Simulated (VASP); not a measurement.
# MgO (Fm-3m) in VASP: notebook, part 3 of 3

VASP 6.6.1. The steps go on from the part before.

## (5) Single point, LDA

This run uses another cell than the first one, of 9.01 Å³/atom.

Input file INCAR:

```
PREC = Accurate
ENCUT = 750
EDIFF = 1E-6
ISMEAR = 0
SIGMA = 0.1
LREAL = False
LASPH = True
NELM = 120
ALGO = Normal
ISIF = 2
LWAVE = False
LCHARG = False
GGA = CA
NBANDS = 15
GGA_COMPAT = False
```

Input file KPOINTS:

```
Automatic mesh
0
Gamma
  8 8 8
```

Input file POSCAR:

```
MgO
1.0
    0.0000000000      2.0805909286      2.0805909286
    2.0805909286      0.0000000000      2.0805909286
    2.0805909286      2.0805909286      0.0000000000
Mg O
1 1
Direct
    0.0000000000      0.0000000000      0.0000000000
    0.5000000000      0.5000000000      0.5000000000
```

Potentials or basis: VASP PAW LDA potentials, release 64 (Mg_sv, O).

Started as:

```bash
cat potpaw_LDA.64/Mg_sv/POTCAR potpaw_LDA.64/O/POTCAR > POTCAR
mpirun -np 1 vasp_std > vasp.out
```

OUTCAR:

```text
PREC = Accurate
   ENCUT = 750
   EDIFF = 1E-6
   ISMEAR = 0
   LREAL = False
   LASPH = True
   NELM = 120
   ISIF = 2
   GGA = CA

 ion  position               nearest neighbor table
   1  0.000  0.000  0.000-   2 2.08   2 2.08   2 2.08   2 2.08   2 2.08   2 2.08
   2  0.500  0.500  0.500-   1 2.08   1 2.08   1 2.08   1 2.08   1 2.08   1 2.08

  LATTYP: Found a face centered cubic cell.
 ALAT       =     4.1611818572

  Lattice vectors:

 A1 = (   0.0000000000,   2.0805909286,   2.0805909286)
 A2 = (   2.0805909286,   0.0000000000,   2.0805909286)
 A3 = (   2.0805909286,   2.0805909286,   0.0000000000)

Analysis of symmetry for initial positions (statically):
=====================================================================
 Subroutine PRICEL returns:
 Original cell was already a primitive cell.

 Routine SETGRP: Setting up the symmetry group for a
 face centered cubic supercell.

 Subroutine GETGRP returns: Found 48 space group operations
 (whereof 48 operations were pure point group operations)
 out of a pool of 48 trial point group operations.

The static configuration has the point symmetry O_h .

Analysis of symmetry for dynamics (positions and initial velocities):
=====================================================================
 Subroutine PRICEL returns:
 Original cell was already a primitive cell.

 Routine SETGRP: Setting up the symmetry group for a
 face centered cubic supercell.

 Subroutine GETGRP returns: Found 48 space group operations
 (whereof 48 operations were pure point group operations)
 out of a pool of 48 trial point group operations.

The dynamic configuration has the point symmetry O_h .

 Subroutine INISYM returns: Found 48 space group operations
 (whereof 48 operations are pure point group operations),
 and found     1 'primitive' translations

----------------------------------------------------------------------------------------

                                     Primitive cell

  volume of cell :      18.0132

  direct lattice vectors                    reciprocal lattice vectors
     0.000000000  2.080590929  2.080590929    -0.240316341  0.240316341  0.240316341
     2.080590929  0.000000000  2.080590929     0.240316341 -0.240316341  0.240316341
     2.080590929  2.080590929  0.000000000     0.240316341  0.240316341 -0.240316341

  length of vectors
     2.942399909  2.942399909  2.942399909     0.416240113  0.416240113  0.416240113

  position of ions in fractional coordinates (direct lattice)
     0.000000000  0.000000000  0.000000000
     0.500000000  0.500000000  0.500000000

  ion indices of the primitive-cell ions
   primitive index   ion index
                 1           1
                 2           2

----------------------------------------------------------------------------------------

 KPOINTS: Automatic mesh

Automatic generation of k-mesh.
 Grid dimensions read from file:
 generate k-points for:    8    8    8

 Generating k-lattice:

  Cartesian coordinates                     Fractional coordinates (reciprocal lattice)
    -0.030039543  0.030039543  0.030039543     0.125000000  0.000000000  0.000000000
     0.030039543 -0.030039543  0.030039543     0.000000000  0.125000000  0.000000000
     0.030039543  0.030039543 -0.030039543     0.000000000  0.000000000  0.125000000
[... 40 lines left out ...]
   number of dos      NEDOS =    301   number of ions     NIONS =      2
   total plane-waves  NPLWV =  21952
   dimension x,y,z NGX =    28 NGY =   28 NGZ =   28
   dimension x,y,z NGXF=    56 NGYF=   56 NGZF=   56
   ions per type =               1   1
   NGX,Y,Z   is equivalent  to a cutoff of  15.82, 15.82, 15.82 a.u.
   NGXF,Y,Z  is equivalent  to a cutoff of  31.64, 31.64, 31.64 a.u.
 SYSTEM =  unknown system
   PREC   = accura    normal or accurate (medium, high low for compatibility)
   ISTART =      0    job   : 0-new  1-cont  2-samecut
   ICHARG =      2    charge: 1-file 2-atom 10-const
   ISPIN  =      1    spin polarized calculation?
   LNONCOLLINEAR =      F non collinear calculations
   LSORBIT =      F    spin-orbit coupling
   LASPH  =      T    aspherical Exc in radial PAW
   ENCUT  =  750.0 eV  55.12 Ry    7.42 a.u.   6.57  6.57  6.57*2*pi/ulx,y,z
   NELM   =    120;   NELMIN=  2; NELMDL= -5     # of ELM steps
   EDIFF  = 0.1E-05   stopping-criterion for ELM
   LREAL  =      F    real-space projection
   EDIFFG = 0.1E-04   stopping-criterion for IOM
   NSW    =      0    number of steps for IOM
   IBRION =     -1    ionic relax: 0-MD 1-quasi-New 2-CG
   NFREE  =      0    steps in history (QN), initial steepest desc. (CG)
   ISIF   =      2    stress and relaxation
   ISYM   =      2    0-nonsym 1-usesym 2-fastsym
   POTIM  = 0.5000    time-step for ionic-motion
   TEBEG  =    0.0;   TEEND  =   0.0 temperature during run
   PSTRESS=    0.0 pullay stress
   NELECT =      16.0000    total number of electrons
   NUPDOWN=      -1.0000    fix difference up-down
   EMIN   =  10.00;   EMAX   =-10.00  energy-range for DOS
   EFERMI =   0.00;   METHOD = LEGACY
   ISMEAR =     0;   SIGMA  =   0.10  broadening in eV -4-tet -1-fermi 0-gaus
   EFERMI_NEDOS =   21; number of points for ismear=-14 and -15
   IALGO  =     38    algorithm
   IMIX   =      4    mixing-type and parameters
     AMIX     =   0.40;   BMIX     =  1.00
     AMIX_MAG =   1.60;   BMIX_MAG =  1.00
  volume/ion in A,a.u.               =       9.01        60.78
  Fermi-wavevector in a.u.,A,eV,Ry     =   1.573686  2.973836 33.694667  2.476488
  Thomas-Fermi vector in A             =   2.674933
   LORBIT       =      0    0 simple, 1 ext, 2 COOP (PROOUT), +10 PAW based schemes
   GGA     = CA    functional components
   LHFCALC =     F    Hartree Fock is set to
   AEXX    =    0.0000 exact exchange contribution
   IVDW    =     0    specifies the selected vdW correction
   LEPSILON=     F    determine dielectric tensor
   LRPA    =     F    only Hartree local field effects (RPA)
 non-spin polarized calculation
 Gauss-broadening in eV      SIGMA  =   0.10
  energy-cutoff  :      750.00
  volume of cell :       18.01
 maximum number of plane-waves:       869
 NGX is ok and might be reduce to    28
   NGX = 13   NGY = 13   NGZ = 13

 number of electron      15.9999996 magnetization

 Free energy of the ion-electron system (eV)
  ---------------------------------------------------
  ext. energy  EPLUGINS =         0.00000000
  ---------------------------------------------------
  free energy    TOTEN  =       -13.23540309 eV

  energy without entropy =      -13.23540309  energy(sigma->0) =      -13.23540309

 E-fermi :   3.2666     XC(G=0): -12.1231

 val. band max:        2.8502675961   @ k =   0.0000   0.0000   0.0000
 cond. band min:       7.8836746109   @ k =   0.0000   0.0000   0.0000
 fundamental gap:      5.0334070148
 Fermi energy:         3.2666046402

 k-point     1 :       0.0000    0.0000    0.0000
  band No.  band energies     occupation
      1     -68.3685      2.00000
      2     -35.8284      2.00000
      3     -35.8284      2.00000
      4     -35.8284      2.00000
      5     -14.3276      2.00000
      6       2.8503      2.00000
      7       2.8503      2.00000
      8       2.8503      2.00000
      9       7.8837      0.00000
     10      18.5776      0.00000
     11      18.5776      0.00000
     12      18.5776      0.00000
     13      22.7024      0.00000
     14      24.3805      0.00000
[... 401 lines left out ...]
      2     -35.9164      2.00000
      3     -35.8643      2.00000
      4     -35.8473      2.00000
      5     -12.6948      2.00000
      6      -1.3555      2.00000
      7       0.8043      2.00000
      8       1.7942      2.00000
      9      12.6113      0.00000
     10      15.1981      0.00000
     11      16.4703      0.00000
     12      19.8915      0.00000
     13      23.5333      0.00000
     14      25.0804      0.00000
     15      29.2441      0.00000

 [... further k-points ...]

------------------------ aborting loop because EDIFF is reached ----------------------------------------

  FORCE on cell =-STRESS in cart. coord.  units (eV):
  Direction    XX          YY          ZZ          XY          YZ          ZX
  --------------------------------------------------------------------------------------
  -------------------------------------------------------------------------------------
  Total       -0.0219943     -0.0219943     -0.0219943      0.0000000      0.0000000      0.0000000
  in kB       -1.9562758     -1.9562758     -1.9562758      0.0000000      0.0000000      0.0000000
  external PRESSURE =      -1.9562758 kB  Pullay stress =       0.0000000 kB

 VOLUME and BASIS-vectors are now :
 -----------------------------------------------------------------------------
  energy-cutoff  :      750.00
  volume of cell :       18.01
      direct lattice vectors                 reciprocal lattice vectors
     0.000000000  2.080590929  2.080590929    -0.240316341  0.240316341  0.240316341
     2.080590929  0.000000000  2.080590929     0.240316341 -0.240316341  0.240316341
     2.080590929  2.080590929  0.000000000     0.240316341  0.240316341 -0.240316341

 POSITION                                       TOTAL-FORCE (eV/Angst)
 -----------------------------------------------------------------------------------
      0.00000      0.00000      0.00000         0.000000     -0.000000     -0.000000
      2.08059      2.08059      2.08059        -0.000000      0.000000      0.000000
 -----------------------------------------------------------------------------------
    total drift:                                0.000000      0.000000      0.000000

  FREE ENERGIE OF THE ION-ELECTRON SYSTEM (eV)
  ---------------------------------------------------
  free  energy   TOTEN  =       -13.2354030854 eV

  energy  without entropy=      -13.2354030854  energy(sigma->0) =      -13.23540309
```

Wall time 15 s (1 thread of AMD EPYC 7R43 (Zen 3), shared host); peak memory 0.11 GiB.

Results:

```yaml
Free_energy: -13.2354 eV
Pressure: -0.2 GPa
Band_gap_on_the_k_mesh: 5.03 eV
```

Levels at points of the mesh, in eV from the valence-band top:
```tsv
k point	band 6	band 7	band 8	band 9	band 10	band 11
(0.00, 0.00, 0.00)	0.00	0.00	0.00	5.03	15.73	15.73
(0.50, 0.00, 0.00)	-4.85	-0.71	-0.71	7.97	12.82	16.38
(0.50, 0.50, 0.00)	-4.27	-1.42	-1.42	8.93	10.13	13.28
```

## (6) Single point, LDA

This run uses another cell than the first one, of 9.00 Å³/atom.

Input file INCAR:

```
SYSTEM = MgO
PREC     = Accurate       ! precision mode
ENCUT    = 750            ! plane-wave cutoff, eV
EDIFF    = 1E-6           ! SCF threshold, eV
ISMEAR   = 0              ! smearing method
SIGMA    = 0.02           ! smearing width, eV
LREAL    = .FALSE.        ! projectors in reciprocal space
LASPH    = .TRUE.         ! aspherical terms in the spheres
NELM     = 120            ! most SCF steps
ALGO     = Normal         ! electronic algorithm
ISIF     = 2              ! what is computed and relaxed
LWAVE    = .FALSE.        ! write WAVECAR
LCHARG   = .FALSE.        ! write CHGCAR
GGA      = CA             ! functional
NBANDS   = 15             ! bands
GGA_COMPAT= .FALSE.
```

Input file KPOINTS:

```
Automatic mesh
0
G
  8 8 8
  0 0 0
```

Input file POSCAR:

```
MgO
1.0
    0.0000000000      2.0804427321      2.0804427321
    2.0804427321      0.0000000000      2.0804427321
    2.0804427321      2.0804427321      0.0000000000
Mg O
1 1
Direct
    0.0000000000      0.0000000000      0.0000000000
    0.5000000000      0.5000000000      0.5000000000
```

Potentials or basis: VASP PAW LDA potentials, release 64 (Mg_sv, O).

Started as:

```bash
cat potpaw_LDA.64/Mg_sv/POTCAR potpaw_LDA.64/O/POTCAR > POTCAR
mpirun -np 1 vasp_std > vasp.out
```

Wall time 17 s (1 thread of Intel Xeon Platinum 8259CL at 2.50GHz (Skylake/Cascade Lake), shared host); peak memory 0.14 GiB.

The run converged. Its results:

```
Free energy            : -13.2354 eV
Pressure               : -0.2 GPa
Band gap on the k mesh : 5.04 eV
```

Levels at points of the mesh, in eV from the valence-band top:
| k point | band 5 | band 6 | band 7 | band 8 | band 9 | band 10 | band 11 | band 12 |
| --- | --- | --- | --- | --- | --- | --- | --- | --- |
| (0.00, 0.00, 0.00) | -17.18 | 0.00 | 0.00 | 0.00 | 5.04 | 15.73 | 15.73 | 15.73 |
| (0.50, 0.00, 0.00) | -15.70 | -4.86 | -0.71 | -0.71 | 7.97 | 12.83 | 16.38 | 16.38 |
| (0.50, 0.50, 0.00) | -15.46 | -4.27 | -1.42 | -1.42 | 8.93 | 10.14 | 13.28 | 19.20 |

## (7) Summary

| task | cell | smearing | gap on the mesh (eV) | pressure (GPa) | relaxed volume (Å³/atom) |
| --- | --- | --- | --- | --- | --- |
| relaxation of cell and atoms | relaxed from a = 3.004 Å, angles 60.0°, 2 atoms | gaussian 0.1 eV | 5.03 | 0.0 | 9.01 |
| relaxation of cell and atoms | relaxed from a = 2.942 Å, angles 60.0°, 2 atoms | gaussian 0.02 eV | 5.04 | 0.0 | 9.00 |
| single point | a = 3.004 Å, angles 60.0°, 2 atoms | gaussian 0.1 eV | 4.42 | -9.8 | - |
| single point | a = 2.942 Å, angles 60.0°, 2 atoms | gaussian 0.1 eV | 5.03 | -0.2 | - |
| single point | a = 2.942 Å, angles 60.0°, 2 atoms | gaussian 0.02 eV | 5.04 | -0.2 | - |

Alike in all rows: level LDA; potentials or basis VASP PAW LDA potentials, release 64 (Mg_sv, O); no spin polarisation; k mesh 8 × 8 × 8; cutoff (eV) 750.

Caveats: the cell stands under tension (at least some runs).

Total energies depend on the potentials used, so only differences within one code and one set of settings carry meaning.

## (8) Against experiment

Step 5. Against the measured gap of MgO, 7.83 eV (quoted in “Electronic structure of alkaline earth and post-transition metal oxides”, 2009, arxiv:0908.1581), the calculated 5.03 eV is off by -2.80 eV. The value is that of LDA, without temperature or zero-point motion. Semilocal functionals fall short of measured gaps as a rule.

Step 6. Against the measured gap of MgO, 7.83 eV (quoted in “Electronic structure of alkaline earth and post-transition metal oxides”, 2009, arxiv:0908.1581), the calculated 5.04 eV is off by -2.79 eV. The value is that of LDA, without temperature or zero-point motion. Semilocal functionals fall short of measured gaps as a rule.
